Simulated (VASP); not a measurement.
Crystal: MnSb4.

```
Sb Mn
1.0
     3.08050    0.00000    0.00000
     0.00000    3.08050    0.00000
     0.00000    0.00000   14.99420
Sb Mn
4 1
Direct
  0.00000 0.00000 0.81968
  0.00000 0.00000 0.60055
  0.00000 0.00000 0.39945
  0.00000 0.00000 0.18032
  0.00000 0.00000 0.00000
```

Base run:

```yaml
Program: VASP 6.6.1
Functional: LDA
Potentials_or_basis: VASP PAW LDA potentials, release 64 (Sb, Mn_pv)
Cutoff: 520 eV
k_mesh: 9 × 9 × 2
Occupations: fermi-dirac, width 0.05 eV
Spin: collinear spin, ferromagnetic start
Starting_moments: "[0.0, 0.0, 0.0, 0.0, 4.0] μB"
Hubbard_terms: Mn d U = 6.0 eV
```

Its results: pressure -1.6 GPa; net moment 4.79 μB per cell; site moments Sb -0.02, +0.00 (each value once); Mn +4.53 μB; largest force 0.580 eV/Å.

Question: The run is repeated on the same cell with these changes: hubbard terms from Mn d U = 6.0 eV to Mn d U = 8.0 eV. What comes out?

Answer: Pressure -1.1 GPa; net moment 4.95 μB per cell; site moments Sb -0.02, +0.00 (each value once); Mn +4.66 μB; largest force 0.752 eV/Å.

Caveats: a cell with one magnetic atom can't hold antiferromagnetic order, which such compounds often take; the U is typed as a test and isn't derived for this compound.
